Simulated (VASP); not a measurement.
Runs of VASP 6.6.1 on ZnS. The structure is that of space group F-43m (No. 216), or close to it. The cells are those of the table. 

```tsv
task	cell	cutoff (eV)	gap on the mesh (eV)	pressure (GPa)
single point	a = 3.730 Å, angles 60.0°, 2 atoms	520	2.44	(c)
single point	a = 3.887 Å, angles 60.0°, 2 atoms	520	1.89	-1.8
single point	a = 3.849 Å, angles 60.0°, 2 atoms	520	2.02	0.2
single point	a = 3.924 Å, angles 60.0°, 2 atoms	520	1.77	(b)
single point	a = 3.688 Å, angles 60.0°, 2 atoms	520	2.59	(a)
relaxation of cell and atoms	relaxed from a = 3.821 Å, angles 60.0°, 2 atoms	600	2.01	0.0
single point	a = 3.973 Å, angles 60.0°, 2 atoms	520	(d)	-5.2
```

Alike in all rows: level PBE; potentials or basis VASP PAW PBE potentials, release 64 (Zn, S); no spin polarisation; k mesh 10 × 10 × 10; smearing gaussian 0.02 eV.

Question: Fill in the values left out.

Answer: (a) 12.1; (b) -3.4; (c) 8.3; (d) 1.62.

